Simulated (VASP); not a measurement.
A run of VASP 6.6.1:

The input INCAR:

```
PREC = Accurate
ENCUT = 520
EDIFF = 1E-6
ISMEAR = 0
SIGMA = 0.05
LREAL = Auto
LASPH = True
NELM = 150
ALGO = Normal
ISIF = 2
LWAVE = False
LCHARG = False
ISPIN = 2
MAGMOM = 0 0 0 0 0 0 0 0 0 0 0 0 0 0 0 0
LORBIT = 11
LMAXMIX = 4
GGA = PS
NBANDS = 53
```

Contents of KPOINTS:

```
regular mesh
0
Gamma
  3 3 3
```

File POSCAR:

```
Si7PdC8
1.0
    0.0000000000      4.3580000000      4.3580000000
    4.3580000000      0.0000000000      4.3580000000
    4.3580000000      4.3580000000      0.0000000000
Pd Si C
1 7 8
Direct
    0.9985120068      0.0014817106      0.0001348684
    0.9959776440      0.9993993439      0.5023713880
    0.9960239966      0.5039575895      0.9977614746
    0.9960195893      0.5039464916      0.5023744001
    0.5006153515      0.9994179348      0.9977393167
    0.5005922752      0.9994411165      0.5022896129
    0.5006409381      0.5039571230      0.9977444199
    0.4982886190      0.5017127018      0.5000509255
    0.1331292654      0.1365160330      0.1348897383
    0.1330554484      0.1364773051      0.5957024134
    0.1331867839      0.5970788001      0.1349118402
    0.1239869420      0.6264598039      0.6248269315
    0.5940531588      0.1364707605      0.1347536752
    0.6230374944      0.1274138327      0.6248083382
    0.6230746445      0.6264712122      0.1257393475
    0.6230697129      0.6264859288      0.6248020359
```

Potentials or basis: VASP PAW PBE potentials, release 64 (Pd, Si, C).

Run with:

```console
$ cat potpaw_PBE.64/Pd/POTCAR potpaw_PBE.64/Si/POTCAR potpaw_PBE.64/C/POTCAR > POTCAR
$ mpirun -np 1 vasp_std > vasp.out
```

Hardware: 1 thread of Oxide Virtual Turin-like Processor, with other jobs on the host.

Question: How long does it take, and how much memory?

Answer: It took 15 min on 1 thread of Oxide Virtual Turin-like Processor, on a shared host, peak memory 0.45 GiB. Counts: scf iterations 15, k points 14.
